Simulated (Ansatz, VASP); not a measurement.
# One calculation of W, two programs

POSCAR

```
W
1.0
   -1.6133792515      1.6133792515      1.6133792515
    1.6133792515     -1.6133792515      1.6133792515
    1.6133792515      1.6133792515     -1.6133792515
W
1
Direct
    0.0000000000      0.0000000000      0.0000000000
```

INCAR.step1

```
  ALGO = Normal
  EDIFF = 1E-5
  ENCUT = 520
  GGA = PE
  ISIF = 2
  ISMEAR = -1
  LASPH = T
  LCHARG = F
  LREAL = F
  LWAVE = T
  NBANDS = 13
  NELM = 60
  PREC = Accurate
  SIGMA = 0.05
```

The input INCAR.step2:

```
  ALGO = Normal
  EDIFF = 1E-6
  ENCUT = 520
  GGA = PE
  HFSCREEN = 0.2079
  ISIF = 2
  ISMEAR = -1
  ISTART = 1
  LASPH = T
  LCHARG = F
  LHFCALC = T
  LREAL = F
  LWAVE = F
  NBANDS = 13
  NELM = 60
  PREC = Accurate
  PRECFOCK = Normal
  SIGMA = 0.05
```

Contents of KPOINTS:

```
k-points
0
Gamma
  8 8 8
```

The input input:

```
crystal:
  lattice:
    - [-1.6133792515, 1.6133792515, 1.6133792515]
    - [1.6133792515, -1.6133792515, 1.6133792515]
    - [1.6133792515, 1.6133792515, -1.6133792515]
  atoms:
    - { symbol: W, position: [0.0, 0.0, 0.0] }
hamiltonian:
  xc: hse06
  pseudopotentials: { kind: paw }
kpoints:
  mp_grid: { grid: [8, 8, 8] }
scf:
  occupations: { method: fermi_dirac, width: 0.05 }
output:
  forces: true
  stress: true
  eigenvalues: true
  write_density: true
  write_potential: true
  elf: true
  volumetric_format: npy
```

Alike in both runs: task single point; functional HSE06; k mesh 8 × 8 × 8; occupations fermi-dirac, width 0.05 eV; no spin polarisation.

|  | VASP | Ansatz |
| --- | --- | --- |
| version | VASP 6.6.1 | Ansatz 0.2.0 |
| potentials or method | VASP PAW PBE potentials, release 64 (W_sv) | Ansatz PAW |
| plane-wave cutoff (eV) | 520 | 420 |
| valence electrons in the cell | 14 | 14 |

|  | VASP | Ansatz | Ansatz less VASP |
| --- | --- | --- | --- |
| gap on the k mesh at the Fermi level (eV) | none | none | - |
| pressure (GPa) | -18.3 | -17.8 | +0.46 |

A gap of «none» marks a metal or a gap that the smearing closes. The functional is the same, so the differences come from potentials, cutoffs and numerics.

Neither program's run includes spin-orbit coupling.
